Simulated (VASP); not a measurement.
# Si16Ge (a cell with a defect) in VASP: notebook

Runs on Si16Ge (a cell with a defect). Level: PBEsol. Tasks: single point.

All numbers are computed with VASP 6.6.1; they aren't measurements. Logs are shortened: lines on timing, memory, paths and dates and some standing lists are left out, and cuts for length are marked.

### 1 The cell of the first run

The cell holds a defect, 17 atoms: a = 7.679 Å, b = 7.679 Å, c = 7.679 Å, α = 60.00°, β = 60.00°, γ = 60.00°.

### 2 Single point, PBEsol

Input file INCAR:

```
PREC = Accurate
ENCUT = 520
EDIFF = 1E-7
ISMEAR = 0
SIGMA = 0.02
LREAL = Auto
LASPH = T
NELM = 80
ALGO = Normal
ISIF = 2
LWAVE = F
LCHARG = F
GGA = PS
NBANDS = 53
```

Input file KPOINTS:

```
Automatic mesh
0
Gamma
  2 2 2
```

Input file POSCAR:

```
Si16Ge
1.0
    0.0000000000      5.4300000000      5.4300000000
    5.4300000000      0.0000000000      5.4300000000
    5.4300000000      5.4300000000      0.0000000000
Si Ge
16 1
Direct
   -0.0010603394      0.0003125134      0.0000000269
    0.1227754410      0.1249735640      0.1241631686
    0.0034674587      0.0049416525      0.4954068477
    0.1234964832      0.1242213857      0.6273499650
    0.0019573609      0.4972318911      0.0031191915
    0.1230009611      0.6276590205      0.1239110192
    0.0042912445      0.4948826898      0.4945672552
    0.1351828234      0.6221189232      0.6181485065
    0.4934299914      0.0057681815      0.0054591990
    0.6262944878      0.1244265696      0.1245962256
    0.4957676468      0.0034267907      0.4968779098
    0.6206445613      0.1366867913      0.6237650719
    0.4942477882      0.4956825840      0.0046258868
    0.6169659379      0.6240572419      0.1364267397
    0.4987914232      0.5003131124      0.5000471356
    0.6226026630      0.6184174568      0.6217660018
    0.7487954771      0.7502960316      0.7500643089
```

Potentials or basis: VASP PAW PBE potentials, release 64 (Si, Ge_d).

The run is started by

```
> cat potpaw_PBE.64/Si/POTCAR potpaw_PBE.64/Ge_d/POTCAR > POTCAR
> mpirun -np 1 vasp_std > vasp.out
```

OUTCAR:

```text
PREC = Accurate
   ENCUT = 520
   EDIFF = 1E-7
   ISMEAR = 0
   LREAL = Auto
   LASPH = T
   NELM = 80
   ISIF = 2
   GGA = PS

 ion  position               nearest neighbor table
   1  0.999  0.000  0.000-  10 2.34   4 2.34   6 2.34   2 2.34
   2  0.123  0.125  0.124-   9 2.32   3 2.33   5 2.33   1 2.34
   3  0.003  0.005  0.495-   2 2.33   4 2.33   8 2.40  12 2.40  17 2.77
   4  0.123  0.124  0.627-   7 2.32   3 2.33  11 2.33   1 2.34
   5  0.002  0.497  0.003-   2 2.33   6 2.33   8 2.41  14 2.41  17 2.75
   6  0.123  0.628  0.124-   7 2.32  13 2.33   5 2.33   1 2.34
   7  0.004  0.495  0.495-   6 2.32   4 2.32  16 2.39   8 2.39  17 2.77
   8  0.135  0.622  0.618-  15 2.28   7 2.39   3 2.40   5 2.41  17 2.42
   9  0.493  0.006  0.005-   2 2.32  10 2.32  12 2.39  14 2.39  17 2.77
  10  0.626  0.124  0.125-   9 2.32  13 2.33  11 2.33   1 2.34
  11  0.496  0.003  0.497-   4 2.33  10 2.33  16 2.41  12 2.41  17 2.75
  12  0.621  0.137  0.624-  15 2.28   9 2.39   3 2.40  11 2.41  17 2.42
  13  0.494  0.496  0.005-   6 2.33  10 2.33  16 2.40  14 2.40  17 2.76
  14  0.617  0.624  0.136-  15 2.28   9 2.39  13 2.40   5 2.41  17 2.42
  15  0.499  0.500  0.500-   8 2.28  14 2.28  12 2.28  16 2.28
  16  0.623  0.618  0.622-  15 2.28   7 2.39  13 2.40  11 2.41  17 2.42
  17  0.749  0.750  0.750-  14 2.42  16 2.42   8 2.42  12 2.42  11 2.75   5 2.75  13 2.76   3 2.77
                             9 2.77   7 2.77

  LATTYP: Found a face centered cubic cell.
 ALAT       =    10.8600000000

  Lattice vectors:

 A1 = (   0.0000000000,   5.4300000000,   5.4300000000)
 A2 = (   5.4300000000,   0.0000000000,   5.4300000000)
 A3 = (   5.4300000000,   5.4300000000,   0.0000000000)

Analysis of symmetry for initial positions (statically):
=====================================================================
 Subroutine PRICEL returns:
 Original cell was already a primitive cell.

 Routine SETGRP: Setting up the symmetry group for a
 face centered cubic supercell.

 Subroutine GETGRP returns: Found  1 space group operations
 (whereof  1 operations were pure point group operations)
 out of a pool of 48 trial point group operations.

The static configuration has the point symmetry C_1 .

Analysis of symmetry for dynamics (positions and initial velocities):
=====================================================================
 Subroutine PRICEL returns:
 Original cell was already a primitive cell.

 Routine SETGRP: Setting up the symmetry group for a
 face centered cubic supercell.

 Subroutine GETGRP returns: Found  1 space group operations
 (whereof  1 operations were pure point group operations)
 out of a pool of 48 trial point group operations.

[... 121 lines left out ...]
   POTIM  = 0.5000    time-step for ionic-motion
   TEBEG  =    0.0;   TEEND  =   0.0 temperature during run
   PSTRESS=    0.0 pullay stress
   NELECT =      78.0000    total number of electrons
   NUPDOWN=      -1.0000    fix difference up-down
   EMIN   =  10.00;   EMAX   =-10.00  energy-range for DOS
   EFERMI =   0.00;   METHOD = LEGACY
   ISMEAR =     0;   SIGMA  =   0.02  broadening in eV -4-tet -1-fermi 0-gaus
   EFERMI_NEDOS =   21; number of points for ismear=-14 and -15
   IALGO  =     38    algorithm
   IMIX   =      4    mixing-type and parameters
     AMIX     =   0.40;   BMIX     =  1.00
     AMIX_MAG =   1.60;   BMIX_MAG =  1.00
  volume/ion in A,a.u.               =      18.84       127.11
  Fermi-wavevector in a.u.,A,eV,Ry     =   1.022421  1.932096 14.222785  1.045345
  Thomas-Fermi vector in A             =   2.156100
   LORBIT       =      0    0 simple, 1 ext, 2 COOP (PROOUT), +10 PAW based schemes
   GGA     = PS    functional components
   LHFCALC =     F    Hartree Fock is set to
   AEXX    =    0.0000 exact exchange contribution
   IVDW    =     0    specifies the selected vdW correction
   LEPSILON=     F    determine dielectric tensor
   LRPA    =     F    only Hartree local field effects (RPA)
 non-spin polarized calculation
 Gauss-broadening in eV      SIGMA  =   0.02
  energy-cutoff  :      520.00
  volume of cell :      320.21
 maximum number of plane-waves:      8646
 NGX is ok and might be reduce to    60
   NGX = 29   NGY = 29   NGZ = 29

 number of electron      77.9999997 magnetization

 Free energy of the ion-electron system (eV)
  ---------------------------------------------------
  ext. energy  EPLUGINS =         0.00000000
  ---------------------------------------------------
  free energy    TOTEN  =       -92.78377025 eV

  energy without entropy =      -92.78344146  energy(sigma->0) =      -92.78360585

 E-fermi :   6.7965     XC(G=0):  -9.8840

 val. band max:        6.7672179305   @ k =   0.0000   0.0000   0.0000
 cond. band min:       6.8258648610   @ k =   0.0000   0.0000   0.0000
 fundamental gap:      0.0586469305
 Fermi energy:         6.7965406245

 k-point     1 :       0.0000    0.0000    0.0000
  band No.  band energies     occupation
      1     -18.2769      2.00000
      2     -18.2767      2.00000
      3     -18.2765      2.00000
      4     -18.2641      2.00000
      5     -18.2615      2.00000
      6      -6.6134      2.00000
[... 421 lines left out ...]
     50      10.2139      0.00000
     51      10.2231      0.00000
 [bands above 51 left out]

------------------------ aborting loop because EDIFF is reached ----------------------------------------

  FORCE on cell =-STRESS in cart. coord.  units (eV):
  Direction    XX          YY          ZZ          XY          YZ          ZX
  --------------------------------------------------------------------------------------
  -------------------------------------------------------------------------------------
  Total        9.8715981      8.8981950      9.5198621     -0.0020415      0.0010528     -0.0046718
  in kB       49.3933590     44.5228563     47.6334193     -0.0102148      0.0052676     -0.0233758
  external PRESSURE =      47.1832115 kB  Pullay stress =       0.0000000 kB

 VOLUME and BASIS-vectors are now :
 -----------------------------------------------------------------------------
  energy-cutoff  :      520.00
  volume of cell :      320.21
      direct lattice vectors                 reciprocal lattice vectors
     0.000000000  5.430000000  5.430000000    -0.092081031  0.092081031  0.092081031
     5.430000000  0.000000000  5.430000000     0.092081031 -0.092081031  0.092081031
     5.430000000  5.430000000  0.000000000     0.092081031  0.092081031 -0.092081031

 POSITION                                       TOTAL-FORCE (eV/Angst)
 -----------------------------------------------------------------------------------
      0.00170      5.42424      5.42594        -0.000244      0.000510      0.000595
      1.35281      1.34088      1.34528         0.002291     -0.003444     -0.001673
      2.71689      2.70889      0.04566         0.001209      0.000542      0.000072
      4.08103      4.07710      1.34511        -0.004699      0.002492      0.000232
      2.71691      0.02757      2.71060         0.000354     -0.003417     -0.001692
      4.08103      1.34073      4.07608        -0.003713     -0.002587      0.001578
[... 9 lines left out ...]
      6.73420      6.75692      6.73874         0.006293     -0.003627     -0.003025
      8.14696      8.13881      8.14007         0.000075     -0.001189     -0.000095
 -----------------------------------------------------------------------------------
    total drift:                                0.002572     -0.006882      0.002089

  FREE ENERGIE OF THE ION-ELECTRON SYSTEM (eV)
  ---------------------------------------------------
  free  energy   TOTEN  =       -92.7837702494 eV

  energy  without entropy=      -92.7834414596  energy(sigma->0) =      -92.78360585
```

OSZICAR:

```text
N       E                     dE             d eps       ncg     rms          rms(c)
DAV:   1     0.383108989779E+03    0.38311E+03   -0.30177E+04  1087   0.159E+03
DAV:   2    -0.327369857571E+02   -0.41585E+03   -0.38745E+03   967   0.387E+02
DAV:   3    -0.914531943074E+02   -0.58716E+02   -0.56548E+02  1050   0.100E+02
DAV:   4    -0.945708340455E+02   -0.31176E+01   -0.30825E+01  1064   0.267E+01
DAV:   5    -0.946743063735E+02   -0.10347E+00   -0.10303E+00  1112   0.473E+00    0.147E+01
DAV:   6    -0.933474747770E+02    0.13268E+01   -0.76552E-01  1032   0.299E+00    0.874E+00
DAV:   7    -0.927812612381E+02    0.56621E+00   -0.12118E+00  1024   0.368E+00    0.622E-01
DAV:   8    -0.927837500419E+02   -0.24888E-02   -0.73360E-02  1088   0.137E+00    0.372E-01
DAV:   9    -0.927835123405E+02    0.23770E-03   -0.74976E-03  1112   0.476E-01    0.177E-01
DAV:  10    -0.927836885325E+02   -0.17619E-03   -0.58119E-04  1256   0.187E-01    0.941E-02
DAV:  11    -0.927837704319E+02   -0.81899E-04   -0.13283E-04   992   0.488E-02    0.168E-02
DAV:  12    -0.927837691454E+02    0.12866E-05   -0.20901E-05  1272   0.407E-02    0.113E-02
DAV:  13    -0.927837703049E+02   -0.11596E-05   -0.46015E-06  1008   0.817E-03    0.412E-03
DAV:  14    -0.927837702494E+02    0.55562E-07   -0.30956E-07   936   0.353E-03
   1 F= -.92783770E+02 E0= -.92783606E+02  d E =-.328790E-03
```

Run time: 2.2 min. Hardware: 1 thread of Intel Xeon 6975P-C (Granite Rapids), shared host; peak memory 0.49 GiB.

What came out:

```
Free energy            : -92.7838 eV
Pressure               : 4.7 GPa
Largest force          : 0.009 eV/Å
Band gap on the k mesh : zero (band 39 reaches 6.88 eV, above the bottom of band 40 at 6.55 eV)
```

Forces in eV/Å, atoms in the order of the input:
```
Si   0.000  0.001  0.001
Si   0.002 -0.003 -0.002
Si   0.001  0.001  0.000
Si  -0.005  0.002  0.000
Si   0.000 -0.003 -0.002
Si  -0.004 -0.003  0.002
Si   0.000  0.000  0.000
Si   0.006  0.003  0.002
Si  -0.002  0.001  0.000
Si   0.008 -0.001 -0.002
Si   0.000  0.004  0.001
Si  -0.007 -0.004  0.002
Si   0.000  0.002  0.002
Si  -0.007  0.003 -0.002
Si  -0.001  0.002  0.001
Si   0.006 -0.004 -0.003
Ge   0.000 -0.001  0.000
```

Stress tensor (GPa, compression positive):
```
4.94 0.00 0.00
0.00 4.45 0.00
0.00 0.00 4.76
```

Levels at points of the mesh, in eV from the Fermi level:
| k point | band 35 | band 36 | band 37 | band 38 | band 39 | band 40 | band 41 | band 42 | band 43 | band 44 |
| --- | --- | --- | --- | --- | --- | --- | --- | --- | --- | --- |
| (0.00, 0.00, 0.00) | -1.65 | -0.75 | -0.72 | -0.70 | -0.26 | -0.24 | -0.22 | -0.03 | 0.03 | 0.44 |
| (0.50, 0.00, 0.00) | -1.44 | -1.44 | -1.39 | -1.38 | -0.31 | 0.51 | 0.54 | 0.87 | 0.87 | 1.26 |
| (0.00, 0.50, 0.00) | -1.45 | -1.44 | -1.39 | -1.38 | -0.31 | 0.51 | 0.54 | 0.86 | 0.87 | 1.26 |
| (0.00, 0.00, 0.50) | -1.44 | -1.44 | -1.39 | -1.38 | -0.31 | 0.51 | 0.54 | 0.87 | 0.87 | 1.26 |
| (0.50, 0.50, 0.50) | -1.45 | -1.44 | -1.39 | -1.38 | -0.31 | 0.51 | 0.54 | 0.86 | 0.87 | 1.26 |
| (0.50, 0.50, 0.00) | -2.01 | -1.99 | -1.82 | -1.26 | 0.07 | 0.81 | 1.03 | 1.06 | 1.11 | 1.93 |
| (0.00, 0.50, 0.50) | -2.02 | -2.00 | -1.80 | -1.25 | 0.06 | 0.81 | 1.05 | 1.05 | 1.10 | 1.91 |
| (0.50, 0.00, 0.50) | -1.99 | -1.98 | -1.85 | -1.28 | 0.08 | 0.81 | 1.04 | 1.07 | 1.08 | 1.96 |

Caveat: the k points lie up to 0.50 Å⁻¹ apart; the PAW data sets were made with another functional, which shifts forces and pressure a little.

### 3 Single point, PBEsol

Input file INCAR:

```
SYSTEM = Si16Ge
  PREC = Accurate
  ENCUT = 520
  EDIFF = 1E-6
  ISMEAR = 0
  SIGMA = 0.02
  LREAL = Auto
  LASPH = .TRUE.
  NELM = 60
  ALGO = Normal
  ISIF = 2
  LWAVE = .FALSE.
  LCHARG = .FALSE.
  GGA = PS
  NBANDS = 53
```

Input file KPOINTS:

```
Automatic mesh
0
G
  2 2 2
  0 0 0
```

Input file POSCAR:

```
Si16Ge
1.0
    0.0000000000      5.4300000000      5.4300000000
    5.4300000000      0.0000000000      5.4300000000
    5.4300000000      5.4300000000      0.0000000000
Si Ge
16 1
Direct
   -0.0116583794      0.0069451197      0.0032723757
    0.1190398711      0.1304993554      0.1305741252
   -0.0001446593     -0.0024503683      0.5011991713
    0.1201035912      0.1294116943      0.6203656538
    0.0004877532      0.5011290055     -0.0023647330
    0.1217240331      0.6219325046      0.1278573665
    0.0009547882      0.5007011971      0.5001255064
    0.1246345304      0.6248691529      0.6249512891
    0.5005501842      0.0032137201      0.0070509208
    0.6247860037      0.1248186004      0.1248228361
    0.5030117864      0.0008381215      0.4884069982
    0.6275893186      0.1278086556      0.6219788214
    0.5067454880      0.4883977901      0.0008972376
    0.6292058932      0.6203005525      0.1294985267
    0.4973132597      0.5000740331      0.5007734807
    0.6303031308      0.6192149171      0.6192674033
    0.3747563536      0.8748160221      0.8748255985
```

Potentials or basis: VASP PAW PBE potentials, release 64 (Si, Ge_d).

The run is started by

```
> cat potpaw_PBE.64/Si/POTCAR potpaw_PBE.64/Ge_d/POTCAR > POTCAR
> mpirun -np 1 vasp_std > vasp.out
```

OUTCAR:

```text
SYSTEM = Si16Ge
   PREC = Accurate
   ENCUT = 520
   EDIFF = 1E-6
   ISMEAR = 0
   LREAL = Auto
   LASPH = .TRUE.
   NELM = 60
   ISIF = 2
   GGA = PS

 ion  position               nearest neighbor table
   1  0.988  0.007  0.003-  10 2.28   2 2.39   4 2.40   6 2.41  17 2.42
   2  0.119  0.130  0.131-   3 2.32   5 2.32   9 2.39   1 2.39  17 2.78
   3  1.000  0.998  0.501-   2 2.32   4 2.33  12 2.33   8 2.34
   4  0.120  0.129  0.620-   3 2.33   7 2.33   1 2.40  11 2.40  17 2.76
   5  0.000  0.501  0.998-   2 2.32  14 2.33   6 2.33   8 2.34
   6  0.122  0.622  0.128-   5 2.33   7 2.33   1 2.41  13 2.41  17 2.75
   7  0.001  0.501  0.500-  16 2.32   4 2.33   6 2.33   8 2.34
   8  0.125  0.625  0.625-   7 2.34  15 2.34   3 2.34   5 2.34
   9  0.501  0.003  0.007-  10 2.28   2 2.39  14 2.40  12 2.41  17 2.42
  10  0.625  0.125  0.125-   1 2.28  13 2.28  11 2.28   9 2.28
  11  0.503  0.001  0.488-  10 2.28  16 2.39   4 2.40  12 2.41  17 2.42
  12  0.628  0.128  0.622-  15 2.33   3 2.33   9 2.41  11 2.41  17 2.75
  13  0.507  0.488  0.001-  10 2.28  16 2.39  14 2.40   6 2.41  17 2.42
  14  0.629  0.620  0.129-  15 2.33   5 2.33   9 2.40  13 2.40  17 2.76
  15  0.497  0.500  0.501-  16 2.32  14 2.33  12 2.33   8 2.34
  16  0.630  0.619  0.619-  15 2.32   7 2.32  11 2.39  13 2.39  17 2.78
  17  0.375  0.875  0.875-   1 2.42  13 2.42   9 2.42  11 2.42  12 2.75   6 2.75   4 2.76  14 2.76
                            16 2.78   2 2.78

  LATTYP: Found a face centered cubic cell.
 ALAT       =    10.8600000000

  Lattice vectors:

 A1 = (   0.0000000000,   5.4300000000,   5.4300000000)
 A2 = (   5.4300000000,   0.0000000000,   5.4300000000)
 A3 = (   5.4300000000,   5.4300000000,   0.0000000000)

Analysis of symmetry for initial positions (statically):
=====================================================================
 Subroutine PRICEL returns:
 Original cell was already a primitive cell.

 Routine SETGRP: Setting up the symmetry group for a
 face centered cubic supercell.

 Subroutine GETGRP returns: Found  1 space group operations
 (whereof  1 operations were pure point group operations)
 out of a pool of 48 trial point group operations.

[... 154 lines left out ...]
   AEXX    =    0.0000 exact exchange contribution
   IVDW    =     0    specifies the selected vdW correction
   LEPSILON=     F    determine dielectric tensor
   LRPA    =     F    only Hartree local field effects (RPA)
 non-spin polarized calculation
 Gauss-broadening in eV      SIGMA  =   0.02
  energy-cutoff  :      520.00
  volume of cell :      320.21
 maximum number of plane-waves:      8646
 NGX is ok and might be reduce to    60
   NGX = 29   NGY = 29   NGZ = 29

 number of electron      77.9999997 magnetization

 Free energy of the ion-electron system (eV)
  ---------------------------------------------------
  ext. energy  EPLUGINS =         0.00000000
  ---------------------------------------------------
  free energy    TOTEN  =       -92.78363147 eV

  energy without entropy =      -92.78338583  energy(sigma->0) =      -92.78350865

 E-fermi :   6.7963     XC(G=0):  -9.8840

 val. band max:        6.7650034471   @ k =   0.0000   0.0000   0.0000
 cond. band min:       6.8275033169   @ k =   0.0000   0.0000   0.0000
 fundamental gap:      0.0624998698
 Fermi energy:         6.7962520058

 k-point     1 :       0.0000    0.0000    0.0000
  band No.  band energies     occupation
      1     -18.2769      2.00000
      2     -18.2765      2.00000
      3     -18.2762      2.00000
      4     -18.2642      2.00000
      5     -18.2611      2.00000
      6      -6.6132      2.00000
[... 421 lines left out ...]
     50      10.1987      0.00000
     51      10.2265      0.00000
 [bands above 51 left out]

------------------------ aborting loop because EDIFF is reached ----------------------------------------

  FORCE on cell =-STRESS in cart. coord.  units (eV):
  Direction    XX          YY          ZZ          XY          YZ          ZX
  --------------------------------------------------------------------------------------
  -------------------------------------------------------------------------------------
  Total        9.8718596      9.4893572      8.9130657     -0.0053253     -0.0002043     -0.0046373
  in kB       49.3946678     47.4807853     44.5972630     -0.0266454     -0.0010222     -0.0232032
  external PRESSURE =      47.1575720 kB  Pullay stress =       0.0000000 kB

 VOLUME and BASIS-vectors are now :
 -----------------------------------------------------------------------------
  energy-cutoff  :      520.00
  volume of cell :      320.21
      direct lattice vectors                 reciprocal lattice vectors
     0.000000000  5.430000000  5.430000000    -0.092081031  0.092081031  0.092081031
     5.430000000  0.000000000  5.430000000     0.092081031 -0.092081031  0.092081031
     5.430000000  5.430000000  0.000000000     0.092081031  0.092081031 -0.092081031

 POSITION                                       TOTAL-FORCE (eV/Angst)
 -----------------------------------------------------------------------------------
      0.05548      5.38446      5.40441        -0.011470     -0.002245     -0.003340
      1.41763      1.35540      1.35500         0.000495     -0.001772     -0.002107
      8.13821      8.15073     10.84591         0.001745      0.001726     -0.003188
      4.07129      4.02075      1.35487        -0.000069      0.001860      0.000217
      8.13829      5.41981      2.72378         0.001588     -0.002079      0.002977
      4.07136      1.35523      4.03805        -0.000018      0.001023      0.000761
[... 9 lines left out ...]
      6.72496      6.78517      6.78488         0.000375     -0.000524     -0.000672
      9.50055      6.78523      6.78518        -0.001257      0.000258      0.000893
 -----------------------------------------------------------------------------------
    total drift:                                0.003506      0.003456      0.003318

  FREE ENERGIE OF THE ION-ELECTRON SYSTEM (eV)
  ---------------------------------------------------
  free  energy   TOTEN  =       -92.7836314693 eV

  energy  without entropy=      -92.7833858265  energy(sigma->0) =      -92.78350865
```

Wall time 2.2 min (1 thread of Intel Xeon 6975P-C (Granite Rapids), shared host); peak memory 0.49 GiB.

What came out:

```yaml
Free_energy: -92.7836 eV
Pressure: 4.7 GPa
Largest_force: 0.014 eV/Å
Band_gap_on_the_k_mesh: zero (band 39 reaches 6.88 eV, above the bottom of band 40 at 6.55 eV)
```

Forces on the atoms (eV/Å):
```
Si  -0.011 -0.002 -0.003
Si   0.000 -0.002 -0.002
Si   0.002  0.002 -0.003
Si   0.000  0.002  0.000
Si   0.002 -0.002  0.003
Si   0.000  0.001  0.001
Si  -0.001  0.000  0.001
Si   0.001  0.002  0.002
Si  -0.012  0.004  0.007
Si   0.002  0.000 -0.001
Si   0.012  0.001  0.004
Si  -0.001 -0.002 -0.002
Si   0.012  0.001 -0.002
Si  -0.001 -0.004 -0.002
Si  -0.002 -0.001 -0.002
Si   0.000 -0.001 -0.001
Ge  -0.001  0.000  0.001
```

Caveat: the k points lie up to 0.50 Å⁻¹ apart; the PAW data sets were made with another functional, which shifts forces and pressure a little.
